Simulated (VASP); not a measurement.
Input of a VASP 6.6.1 run:

Contents of INCAR:

```
PREC = Accurate
ENCUT = 520
EDIFF = 1E-7
ISMEAR = 0
SIGMA = 0.1
LREAL = False
LASPH = True
NELM = 60
ALGO = Normal
ISIF = 2
LWAVE = False
LCHARG = False
LDIPOL = True
IDIPOL = 3
DIPOL = 0.5 0.5 0.320
GGA = PE
NBANDS = 72
```

KPOINTS

```
Automatic mesh
0
Gamma
  5 5 1
```

Contents of POSCAR:

```
HPt12
1.0
    5.6143281324      0.0000000000      0.0000000000
    0.0000000000      5.6143281324      0.0000000000
    0.0000000000      0.0000000000     19.3513900856
Pt H
12 1
Direct
    0.2500000000      0.2500000000      0.2067034969
    0.2500000000      0.7500000000      0.2067034969
    0.7500000000      0.2500000000      0.2067034969
    0.7500000000      0.7500000000      0.2067034969
    0.0000000000      0.0000000000      0.3062505494
    0.0000000000      0.5000000000      0.3062505494
    0.5000000000      0.0000000000      0.3062505494
    0.5000000000      0.5000000000      0.3062505494
    0.2500000000      0.2500000000      0.4057274465
    0.2500000000      0.7500000000      0.4057274465
    0.7500000000      0.2500000000      0.4057274465
    0.7500000000      0.7500000000      0.4057274465
    0.3333333333      0.3333333333      0.4797388008
```

Potentials or basis: VASP PAW PBE potentials, release 64 (Pt, H).

Launch:

```bash
$ cat potpaw_PBE.64/Pt/POTCAR potpaw_PBE.64/H/POTCAR > POTCAR
$ mpirun -np 1 vasp_std > vasp.out
```

Problem. Estimate the largest force.

Solution. 0.561 eV/Å.

Problem. Predict the band gap on the k mesh.

Solution. Zero (an odd number of electrons rules out a gap without spin polarisation).

Forces in eV/Å, atoms in the order of the input:
```
Pt  -0.004 -0.004  0.040
Pt  -0.028  0.038  0.012
Pt   0.038 -0.028  0.012
Pt  -0.054 -0.054 -0.227
Pt   0.023  0.023  0.049
Pt  -0.106  0.058 -0.166
Pt   0.058 -0.106 -0.166
Pt   0.124  0.124 -0.205
Pt  -0.099 -0.099  0.543
Pt  -0.031  0.108 -0.026
Pt   0.108 -0.031 -0.026
Pt  -0.012 -0.012  0.117
H   -0.017 -0.017  0.044
```

Caveat: spin-orbit coupling is left out, which moves the levels of the heavy elements.
